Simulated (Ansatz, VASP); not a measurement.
**Fe in VASP and in Ansatz**

INCAR

```
SYSTEM = Fe
ALGO = Normal
EDIFF = 1E-6
ENCUT = 690
GGA = PE
GGA_COMPAT = .FALSE.
ISIF = 2
ISMEAR = -1
LASPH = .TRUE.
LCHARG = .FALSE.
LREAL = .FALSE.
LWAVE = .FALSE.
NBANDS = 23
NELM = 120
PREC = Accurate
SIGMA = 0.1
```

Contents of KPOINTS:

```
k-points
0
G
  13 13 13
  0 0 0
```

File POSCAR:

```
Fe
1.0
    0.0000000000      2.3709764539      2.3709764539
    2.3709764539      0.0000000000      2.3709764539
    2.3709764539      2.3709764539      0.0000000000
Fe
2
Direct
    0.1250000000      0.1250000000      0.1250000000
    0.8750000000      0.8750000000      0.8750000000
```

Input for Ansatz:

```yaml
crystal:
  lattice:
    - [0.0, 2.3709764539, 2.3709764539]
    - [2.3709764539, 0.0, 2.3709764539]
    - [2.3709764539, 2.3709764539, 0.0]
  atoms:
    - { symbol: Fe, position: [0.125, 0.125, 0.125] }
    - { symbol: Fe, position: [0.875, 0.875, 0.875] }
hamiltonian:
  xc: pbe
  pseudopotentials:
    kind: paw
    azcp:
      Fe: "pseudopotentials/Fe.paw.azcp"
basis:
  ecutwfc: 420
  fft_grid_basis: typed
kpoints:
  mp_grid: { grid: [13, 13, 13], shift: [0, 0, 0] }
magnetization:
  spin_polarized: false
scf:
  occupations: { method: fermi_dirac, width: 0.1 }
  lower_state_search: "off"
output:
  stress: true
  write_density: true
  write_potential: true
  elf: true
  volumetric_format: npy
```

Alike in both runs: task single point; functional PBE; k mesh 13 × 13 × 13; occupations fermi-dirac, width 0.1 eV; no spin polarisation.

|  | VASP | Ansatz |
| --- | --- | --- |
| version | VASP 6.6.1 | Ansatz 0.2.0 |
| potentials or method | VASP PAW PBE potentials, release 64 (Fe_sv), cutoff 690 eV | plane waves (420 eV) with PAW, scalar-relativistic |
| valence electrons in the cell | 32 | 32 |

Ansatz gave:

```
pressure (GPa) : 15.5
```

**Question.** What did VASP give for the same quantities?

**Answer.** Pressure (GPa): 14.2.

The functional is the same, so the differences come from potentials, cutoffs and numerics.
